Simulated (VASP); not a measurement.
**KCl: single point with r2SCAN**

KCl:

```
K Cl
1.0
     0.00000    3.14485    3.14485
     3.14485    0.00000    3.14485
     3.14485    3.14485    0.00000
K Cl
1 1
Direct
  0.00000 0.00000 0.00000
  0.50000 0.50000 0.50000
```

```
Program                : VASP 6.6.1
Task                   : single point
Functional             : r2SCAN
Potentials or basis    : VASP PAW PBE potentials, release 64 (K_sv, Cl)
Cutoff                 : 520 eV
k mesh                 : 6 × 6 × 6
Occupations            : gaussian, width 0.01 eV
Spin                   : no spin polarisation
Dipole correction      : no
Further INCAR settings : ALGO = Normal; EDIFF = 1e-06; NBANDS = 15
```

| Property | Result |
| --- | --- |
| Pressure | 0.0 GPa |
| Band gap on the k mesh | 5.84 eV, direct |

Levels at points of the mesh, in eV from the valence-band top:
| k point | band 5 | band 6 | band 7 | band 8 | band 9 | band 10 | band 11 | band 12 |
| --- | --- | --- | --- | --- | --- | --- | --- | --- |
| (0.00, 0.00, 0.00) | -10.96 | 0.00 | 0.00 | 0.00 | 5.84 | 9.03 | 9.03 | 9.03 |
| (0.50, 0.00, 0.00) | -10.73 | -1.05 | -0.32 | -0.32 | 8.14 | 9.25 | 11.33 | 11.33 |
| (0.50, 0.50, 0.00) | -11.01 | -0.67 | -0.23 | -0.23 | 7.03 | 9.22 | 10.70 | 11.11 |

It took 37 s on 1 thread of Intel(R) Xeon(R) Platinum 8559C (Emerald Rapids), with other jobs on the host, peak memory 0.21 GiB.

Caveat: the PAW data sets were made with another functional, which shifts forces and pressure a little. r2SCAN opens gaps a little over a GGA but as a rule still falls short of measured ones.
